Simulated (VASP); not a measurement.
YPb3:

```xyz
4
Lattice="4.8140 0.0000 0.0000 0.0000 4.8140 0.0000 0.0000 0.0000 4.8140" Properties=species:S:1:pos:R:3 pbc="T T T"
Y     0.0000    0.0000    0.0000
Pb    0.0000    2.4070    2.4070
Pb    2.4070    0.0000    2.4070
Pb    2.4070    2.4070    0.0000
```

| Quantity | Value |
| --- | --- |
| Program | VASP 6.6.1 |
| Task | relaxation of cell and atoms |
| Functional | r2SCAN |
| Potentials or basis | VASP PAW PBE potentials, release 64 (Y_sv, Pb_d) |
| Cutoff | 600 eV |
| k mesh | 7 × 7 × 7 |
| Occupations | fermi-dirac, width 0.1 eV |
| Spin | no spin polarisation |

At the start: pressure 1.7 GPa; volume 27.89 Å³/atom.

Where does the relaxation end?

Over 3 steps the energy falls by 4.5 meV/atom and the volume is 28.74 Å³/atom (+3.0 %); space group Pm-3m (No. 221, to 0.1 Å) before and after.

The path:
| step | energy change (eV) | largest force (eV/Å) | pressure (GPa) | volume (Å³) |
| --- | --- | --- | --- | --- |
| 1 | 0.0000 | 0.0000 | 1.74 | 111.56 |
| 2 | -0.0143 | 0.0000 | -0.72 | 116.54 |
| 3 | -0.0180 | 0.0000 | -0.01 | 114.95 |

Final structure:
```cif
data_structure
_symmetry_space_group_name_H-M 'P 1'
_symmetry_Int_Tables_number 1
_cell_length_a 4.8623
_cell_length_b 4.8623
_cell_length_c 4.8623
_cell_angle_alpha 90.000
_cell_angle_beta 90.000
_cell_angle_gamma 90.000
_cell_volume 114.95
loop_
_atom_site_label
_atom_site_type_symbol
_atom_site_fract_x
_atom_site_fract_y
_atom_site_fract_z
_atom_site_occupancy
Y1 Y 0.00000 0.00000 0.00000 1
Pb1 Pb 0.00000 0.50000 0.50000 1
Pb2 Pb 0.50000 0.00000 0.50000 1
Pb3 Pb 0.50000 0.50000 0.00000 1
```

Caveat: the PAW data sets were made with another functional, which shifts forces and pressure a little.
